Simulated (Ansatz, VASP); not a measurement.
## One calculation of GaN, two programs

```xyz
2
Lattice="0.0000 2.2977 2.2977 2.2977 0.0000 2.2977 2.2977 2.2977 0.0000" Properties=species:S:1:pos:R:3 pbc="T T T"
Ga    0.0000    0.0000    0.0000
N     1.1488    1.1488    1.1488
```

Alike in both runs: task single point; functional PBE; k mesh 10 × 10 × 10; occupations fermi-dirac, width 0.05 eV; non-collinear spin, spin-orbit coupling.

|  | VASP | Ansatz |
| --- | --- | --- |
| version | VASP 6.6.1 | Ansatz 0.2.0 |
| potentials or method | VASP PAW PBE potentials, release 64 (Ga_d, N) | Ansatz PAW |
| plane-wave cutoff (eV) | 520 | 420 |
| valence electrons in the cell | 18 | 18 |

```tsv
	VASP	Ansatz	Ansatz less VASP
pressure (GPa)	-4.8	-5.0	-0.15
net moment per atom (μB)	0.00	0.00	0.000
```
